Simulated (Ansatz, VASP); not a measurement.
CdTe: VASP beside Ansatz

```
Cd Te
1.0
     0.00000    3.24483    3.24483
     3.24483    0.00000    3.24483
     3.24483    3.24483    0.00000
Cd Te
1 1
Direct
  0.00000 0.00000 0.00000
  0.25000 0.25000 0.25000
```

Alike in both runs: functional PBEsol; k mesh 8 × 8 × 8; occupations gaussian, width 0.02 eV; no spin polarisation.

Ansatz relaxed the structure, and its values are those at the end. VASP's run is a single point on that final structure, the one shown.

```csv
,VASP,Ansatz
version,VASP 6.6.1,Ansatz 0.2.0
potentials or method,"VASP PAW PBE potentials, release 64 (Cd, Te), cutoff 520 eV","scalar-relativistic, plane waves, PAW"
valence electrons in the cell,18,36
```

|  | VASP | Ansatz | Ansatz less VASP |
| --- | --- | --- | --- |
| gap on the k mesh at the Fermi level (eV) | 0.65 | 0.65 | -0.002 |
| least direct gap on the mesh (eV) | 0.65 | 0.65 | -0.002 |
| pressure (GPa) | 0.2 | 0.0 | -0.16 |

VASP's potentials were made for PBE, not for PBEsol. With one functional, cell and mesh, what is left measures potentials, basis and numerics. VASP's potentials hold 18 valence electrons a cell and Ansatz's 36, so a difference there can come from the potentials and not from the codes.

Spin-orbit coupling is off throughout.
